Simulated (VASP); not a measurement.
Write the native input for VASP 6.6.1 that does the following.

```yaml
Task: single point
Functional: PBEsol
Potentials_or_basis: VASP PAW PBE potentials, release 64 (Se)
Cutoff: 520 eV
k_mesh: 4 × 2 × 6
Occupations: gaussian, width 0.1 eV
Spin: no spin polarisation
Dipole_correction: no
Further_INCAR_settings: ALGO = Normal; EDIFF = 1e-06; NBANDS = 20
```

The structure of Se lies in POSCAR:

```
Se
1.0
    4.2069834423      0.0000000000      0.0000000000
    0.0000000000      7.9081439058      0.0000000000
    0.0000000000      0.0000000000      2.8187981127
Se
4
Direct
    0.6836525583      0.3890885551      0.4999572495
    0.8163474417      0.8890885551      0.5000427505
    0.3163474417      0.6109114449      0.4999572495
    0.1836525583      0.1109114449      0.5000427505
```

One way to write it, as run:

INCAR

```
PREC = Accurate
ENCUT = 520
EDIFF = 1E-6
ISMEAR = 0
SIGMA = 0.1
LREAL = False
LASPH = True
NELM = 60
ALGO = Normal
ISIF = 2
LWAVE = False
LCHARG = False
GGA = PS
NBANDS = 20
```

KPOINTS

```
Automatic mesh
0
Gamma
  4 2 6
```

Potentials or basis: VASP PAW PBE potentials, release 64 (Se).

Run with:

```console
$ cat potpaw_PBE.64/Se/POTCAR > POTCAR
$ mpirun -np 1 vasp_std > vasp.out
```

Results of the run:

| Item | Value |
| --- | --- |
| Pressure | 0.2 GPa |
| Largest force | 0.033 eV/Å |
| Band gap on the k mesh | zero (bands 12 and 13 overlap by 3.28 eV) |

Caveat: the k points lie up to 0.40 Å⁻¹ apart, too coarse for converged energies and pressures of a metal; the PAW data sets were made with another functional, which shifts forces and pressure a little.

Run time: 21 s on 1 thread of AMD EPYC 9R45 96-Core Processor (Zen 5) (shared host), peak memory 0.18 GiB.
